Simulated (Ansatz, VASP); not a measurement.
## CsPbBr3: VASP beside Ansatz

```
Cs Pb Br
1.0
     5.86928    0.00000    0.00000
     0.00000    5.86928    0.00000
     0.00000    0.00000    5.86928
Cs Pb Br
1 1 3
Direct
  0.00000 0.00000 0.00000
  0.50000 0.50000 0.50000
  0.50000 0.50000 0.00000
  0.50000 0.00000 0.50000
  0.00000 0.50000 0.50000
```

Alike in both runs: functional PBEsol; k mesh 6 × 6 × 6; occupations gaussian, width 0.02 eV; no spin polarisation.

Ansatz relaxed the structure, and its values are those at the end. VASP's run is a single point on that final structure, the one shown.

|  | VASP | Ansatz |
| --- | --- | --- |
| version | VASP 6.6.1 | Ansatz 0.2.0 |
| potentials or method | VASP PAW PBE potentials, release 64 (Cs_sv, Pb_d, Br), cutoff 520 eV | scalar-relativistic, plane waves, PAW |
| valence electrons in the cell | 44 | 44 |

VASP gave:

| Item | Value |
| --- | --- |
| gap on the k mesh at the Fermi level (eV) | 1.43 |
| least direct gap on the mesh (eV) | 1.43 |
| pressure (GPa) | 0.0 |

**Question.** Estimate Ansatz's values.

**Answer.** gap on the k mesh at the Fermi level (eV): 1.42; least direct gap on the mesh (eV): 1.42; pressure (GPa): 0.0.

VASP's potentials were made for PBE, not for PBEsol.

Neither program's run includes spin-orbit coupling.
